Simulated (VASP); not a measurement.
Input of a VASP 6.6.1 run:

The input INCAR:

```
  ALGO = Normal
  EDIFF = 1E-7
  ENCUT = 520
  GGA = RE
  ISIF = 2
  ISMEAR = -1
  LASPH = True
  LCHARG = False
  LREAL = False
  LWAVE = False
  NBANDS = 12
  NELM = 100
  PREC = Accurate
  SIGMA = 0.1
```

The input KPOINTS:

```
k-points
0
Gamma
  21 21 21
```

POSCAR

```
Ta
1.0
    0.0000000000      2.1203005705      2.1203005705
    2.1203005705      0.0000000000      2.1203005705
    2.1203005705      2.1203005705      0.0000000000
Ta
1
Direct
    0.0000000000      0.0000000000      0.0000000000
```

Potentials or basis: VASP PAW PBE potentials, release 64 (Ta_pv).

The run is started by

```sh
$ cat potpaw_PBE.64/Ta_pv/POTCAR > POTCAR
$ mpirun -np 1 vasp_std > vasp.out
```

(1) Predict the pressure.

## Answers

(1) 0.1 GPa.

Caveat: the PAW data sets were made with another functional, which shifts forces and pressure a little.
